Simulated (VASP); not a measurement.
Input of a VASP 6.6.1 run:

INCAR

```
SYSTEM = W
PREC     = Accurate       ! precision mode
ENCUT    = 520            ! plane-wave cutoff, eV
EDIFF    = 1E-7           ! SCF threshold, eV
ISMEAR   = 0              ! smearing method
SIGMA    = 0.15           ! smearing width, eV
LREAL    = .False.        ! projectors in reciprocal space
LASPH    = .True.         ! aspherical terms in the spheres
NELM     = 80             ! most SCF steps
ALGO     = Fast           ! electronic algorithm
ISIF     = 2              ! what is computed and relaxed
LWAVE    = .False.        ! write WAVECAR
LCHARG   = .False.        ! write CHGCAR
GGA      = PS             ! functional
NBANDS   = 13             ! bands
```

File KPOINTS:

```
regular mesh
0
Gamma
  20 20 20
  0 0 0
```

The input POSCAR:

```
W
1.0
   -1.5853202500      1.5973000000      1.5853202500
    1.6092797500     -1.5973000000      1.6092797500
    1.5853202500      1.5973000000     -1.5853202500
W
1
Direct
    0.0000000000      0.0000000000      0.0000000000
```

Potentials or basis: VASP PAW PBE potentials, release 64 (W_sv).

Launch:

```console
$ cat potpaw_PBE.64/W_sv/POTCAR > POTCAR
$ mpirun -np 1 vasp_std > vasp.out
```

(1) Predict the band gap on the k mesh.

(2) Estimate the pressure.

## Answers

(1) zero (band 7 reaches 15.69 eV, above the bottom of band 8 at 9.74 eV).

(2) -10.9 GPa.

Caveat: the cell differs from its parent crystal (strain +0.0150 x Voigt [0, 0, 0, 0, 1, 0]); the PAW data sets were made with another functional, which shifts forces and pressure a little; spin-orbit coupling is left out, which moves the levels of the heavy elements.
